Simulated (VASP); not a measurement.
Mg, 1 atom in the cell. The structure is cubic, space group Im-3m (No. 229). Conventional cell: a = 3.019 Å, b = 3.019 Å, c = 3.019 Å, α = 90.00°, β = 90.00°, γ = 90.00°. Mg (site symmetry m-3m) has 14 Mg at 2.61 to 3.02 Å within 3.4 Å.  This cell differs from its parent crystal: volume scaled by 0.6.

| Quantity | Value |
| --- | --- |
| Program | VASP 6.6.1 |
| Task | single point |
| Functional | PBE |
| Potentials or basis | VASP PAW PBE potentials, release 64 (Mg) |
| Cutoff | 600 eV |
| k mesh | 17 × 17 × 17 |
| Occupations | fermi-dirac, width 0.05 eV |
| Spin | no spin polarisation |
| Dipole correction | no |
| Further INCAR settings | ALGO = Normal; EDIFF = 1e-06; NBANDS = 7 |

Potentials or basis: VASP PAW PBE potentials, release 64 (Mg).

Command:

```console
$ cat potpaw_PBE.64/Mg/POTCAR > POTCAR
$ mpirun -np 1 vasp_std > vasp.out
```

Hardware: 1 thread of AMD EPYC 7R43 64-Core Processor (Zen 3), with other jobs on the host.

Problem. How long does it take, and how much memory?

Solution. Run time: 15 s on 1 thread of AMD EPYC 7R43 64-Core Processor (Zen 3) (shared host), peak memory 0.12 GiB. Counts: scf iterations 10, k points 165.
